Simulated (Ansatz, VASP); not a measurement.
NiO2 in VASP and in Ansatz

The input INCAR:

```
ALGO     = Normal         # electronic algorithm
EDIFF    = 1E-6           # SCF threshold, eV
ENCUT    = 520            # plane-wave cutoff, eV
GGA      = CA             # functional
ISIF     = 2              # what is computed and relaxed
ISMEAR   = 0              # smearing method
LASPH    = T              # aspherical terms in the spheres
LCHARG   = F              # write CHGCAR
LREAL    = F              # projectors in reciprocal space
LWAVE    = F              # write WAVECAR
NBANDS   = 18             # bands
NELM     = 100            # most SCF steps
PREC     = Accurate       # precision mode
SIGMA    = 0.05           # smearing width, eV
```

Contents of KPOINTS:

```
k-points
0
Gamma
  12 12 6
```

POSCAR

```
NiO2
1.0
    2.8475295614      0.0000000000      0.0000000000
   -1.4237647807      2.4660329382      0.0000000000
    0.0000000000      0.0000000000      3.9594898551
Ni O
1 2
Direct
    0.0000000000      0.0000000000      0.5000000000
    0.6666666667      0.3333333333      0.7186230907
    0.3333333333      0.6666666667      0.2813769093
```

Input for Ansatz:

```yaml
crystal:
  lattice:
    - [2.8475295614, 0.0, 0.0]
    - [-1.4237647807, 2.4660329382, 0.0]
    - [0.0, 0.0, 3.9594898551]
  atoms:
    - { symbol: Ni, position: [0.0, 0.0, 0.5] }
    - { symbol: O, position: [0.6666666667, 0.3333333333, 0.7186230907] }
    - { symbol: O, position: [0.3333333333, 0.6666666667, 0.2813769093] }
basis:
  ecutwfc: 520.0
kpoints:
  mp_grid: { grid: [12, 12, 6] }
hamiltonian:
  xc: lda
  pseudopotentials: { kind: paw }
scf:
  occupations: { method: gaussian, width: 0.05 }
output:
  forces: true
  stress: true
  eigenvalues: true
```

Alike in both runs: task single point; functional LDA; k mesh 12 × 12 × 6; occupations gaussian, width 0.05 eV; no spin polarisation.

```csv
,VASP,Ansatz
version,VASP 6.6.1,Ansatz 0.2.0
potentials or method,"VASP PAW LDA potentials, release 64 (Ni, O), cutoff 520 eV","scalar-relativistic, plane waves, PAW"
valence electrons in the cell,22,30
```

Ansatz gave:

```
gap on the k mesh at the Fermi level (eV)                     : 0.54
least direct gap on the mesh (eV)                             : 0.95
pressure (GPa)                                                : -6.1
traceless stress, the component that is largest in VASP (GPa) : 9.45
rms of the force components (eV/Å)                            : 0.116
```

Task: Which values does VASP return?

Result: gap on the k mesh at the Fermi level (eV): 0.50; least direct gap on the mesh (eV): 0.90; pressure (GPa): -4.6; traceless stress, the component that is largest in VASP (GPa): 8.69; rms of the force components (eV/Å): 0.151.

LDA's correlation is that of Perdew and Zunger in VASP and of Perdew and Wang (1992) in Ansatz. Atom by atom the forces differ by 0.035 eV/Å (rms over components). VASP's potentials hold 22 valence electrons a cell and Ansatz's 30, so a difference there can come from the potentials and not from the codes.
